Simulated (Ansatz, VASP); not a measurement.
**Te3O2: VASP beside Ansatz**

```
Te O
1.0
     3.88989    2.24583    3.09898
    -3.88989    2.24583    3.09898
     0.00000   -4.49166    3.09898
Te O
3 2
Cartesian
  -1.9449 1.1229 1.5495
  0.0000 -2.2458 1.5495
  1.9449 1.1229 1.5495
  0.0000 0.0000 7.6119
  0.0000 0.0000 1.6850
```

Change from the starting cell: species swapped into the Br2Cl3 type (R-3m, No. 166).

Alike in both runs: task single point; functional PBE; k mesh 3 × 3 × 3; occupations gaussian, width 0.1 eV; no spin polarisation.

```csv
,VASP,Ansatz
version,VASP 6.6.1,Ansatz 0.2.0
potentials or method,"VASP PAW PBE potentials, release 64 (Te, O), cutoff 520 eV","scalar-relativistic, plane waves, PAW"
valence electrons in the cell,30,60
```

Ansatz gave:

| Quantity | Value |
| --- | --- |
| gap on the k mesh at the Fermi level (eV) | none |
| pressure (GPa) | -6.3 |
| traceless stress, the component that is largest in VASP (GPa) | 1.08 |
| rms of the force components (eV/Å) | 0.030 |

Problem. Which values does VASP return?

Solution. gap on the k mesh at the Fermi level (eV): none; pressure (GPa): -6.5; traceless stress, the component that is largest in VASP (GPa): 1.20; rms of the force components (eV/Å): 0.027.

Atom by atom the forces differ by 0.003 eV/Å (rms over components). A gap of «none» marks a metal or a gap that the smearing closes. VASP's potentials hold 30 valence electrons a cell and Ansatz's 60, so a difference there can come from the potentials and not from the codes.

The k mesh is coarse, so the values compare programs but aren't converged. Neither program's run includes spin-orbit coupling.
